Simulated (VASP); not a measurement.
Runs of VASP 6.6.1 on PbSe. The structure is that of space group Immm (No. 71), or close to it. The cells are those of the table. 

```csv
cell,gap on the mesh (eV),pressure (GPa)
"a = 4.228, b = 4.228, c = 3.741 Å, angles 63.7, 63.7, 63.6°, 2 atoms",none,7.7
"a = 4.233, b = 4.233, c = 3.622 Å, angles 64.7, 64.7, 65.4°, 2 atoms",none,7.6
"a = 4.166, b = 4.166, c = 3.741 Å, angles 63.3, 63.3, 60.8°, 2 atoms",none,(b)
"a = 4.221, b = 4.221, c = 3.980 Å, angles 61.9, 61.9, 60.0°, 2 atoms",none,(a)
"a = 4.527, b = 4.527, c = 4.338 Å, angles 61.4, 61.4, 67.9°, 2 atoms",0.05,-4.9
"a = 4.521, b = 4.521, c = 4.576 Å, angles 59.6, 59.6, 64.3°, 2 atoms",0.42,-4.9
"a = 4.585, b = 4.585, c = 4.576 Å, angles 60.1, 60.1, 66.9°, 2 atoms",(c),-5.7
"a = 4.523, b = 4.523, c = 4.457 Å, angles 60.5, 60.5, 66.1°, 2 atoms",0.24,-4.9
```

Alike in all rows: task single point; level PBE+D3(BJ); potentials or basis VASP PAW PBE potentials, release 64 (Pb_d, Se); no spin polarisation; k mesh 10 × 10 × 10; cutoff (eV) 520; smearing gaussian 0.03 eV.

Q: Estimate the missing entries.

A: (a) 8.0; (b) 14.1; (c) 0.31.

Caveats: spin-orbit coupling is left out, which moves the levels of the heavy elements; the cell stands under pressure (at least some runs); the cell stands under tension (at least some runs); semilocal functionals underestimate gaps, so a narrow gap can read as zero (at least some runs).

A k mesh can miss the band edges, and the runs leave out spin-orbit coupling on Pb, Se.

A gap of «none» marks levels without a gap at the run's occupations.
